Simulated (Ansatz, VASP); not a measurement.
CsGe3: VASP beside Ansatz

File INCAR:

```
PREC = Accurate
ENCUT = 600
EDIFF = 1E-6
ISMEAR = 0
SIGMA = 0.1
LREAL = F
LASPH = T
NELM = 60
ALGO = Fast
ISIF = 3
LWAVE = F
LCHARG = F
GGA = PE
IBRION = 2
NSW = 90
EDIFFG = -0.04
```

The input KPOINTS:

```
Automatic mesh
0
Gamma
  3 3 6
```

The input POSCAR:

```
CsGe3
1.0
    6.8491669901      0.0000000000      0.0000000000
   -3.4245834951      5.9315526082      0.0000000000
    0.0000000000      0.0000000000      2.8833963175
Cs Ge
1 3
Direct
    0.0000000000      0.0000000000      0.0000000000
    0.5000000000      0.0000000000      0.0000000000
    0.0000000000      0.5000000000      0.0000000000
    0.5000000000      0.5000000000      0.0000000000
```

Input for Ansatz:

```yaml
crystal:
  lattice:
    - [6.8491669901, 0.0, 0.0]
    - [-3.4245834951, 5.9315526082, 0.0]
    - [0.0, 0.0, 2.8833963175]
  atoms:
    - { symbol: Cs, position: [0.0, 0.0, 0.0] }
    - { symbol: Ge, position: [0.5, 0.0, 0.0] }
    - { symbol: Ge, position: [0.0, 0.5, 0.0] }
    - { symbol: Ge, position: [0.5, 0.5, 0.0] }
basis:
  ecutwfc: 420
kpoints:
  mp_grid: { grid: [3, 3, 6] }
hamiltonian:
  xc: pbe
scf:
  occupations: { method: gaussian, width: 0.1 }
  lower_state_search: "off"
output:
  forces: true
  stress: true
  eigenvalues: true
relax:
  adjacent_minimum: "off"
  f_tol: 0.04
  max_steps: 70
  cell: { stress_tol: 0.4 }
```

Alike in both runs: task relaxation of cell and atoms; functional PBE; k mesh 3 × 3 × 6; occupations gaussian, width 0.1 eV; no spin polarisation.

|  | VASP | Ansatz |
| --- | --- | --- |
| version | VASP 6.6.1 | Ansatz 0.2.0 |
| potentials or method | VASP PAW PBE potentials, release 64 (Cs_sv, Ge_d), cutoff 600 eV | scalar-relativistic, plane waves, PAW |
| valence electrons in the cell | 51 | 51 |

|  | VASP | Ansatz | Ansatz less VASP |
| --- | --- | --- | --- |
| gap on the k mesh at the Fermi level, each at its own relaxed structure (eV) | none | none | - |
| relaxed volume (Å³/atom) | 28.57 | 28.41 | -0.162 |
| relaxed length of the cell vector where the two differ most in proportion (Å) | 3.094 | 3.087 | -0.0064 |

A gap of «none» marks a metal or a gap that the smearing closes.

The k mesh is coarse, so the values compare programs but aren't converged. Neither program's run includes spin-orbit coupling.
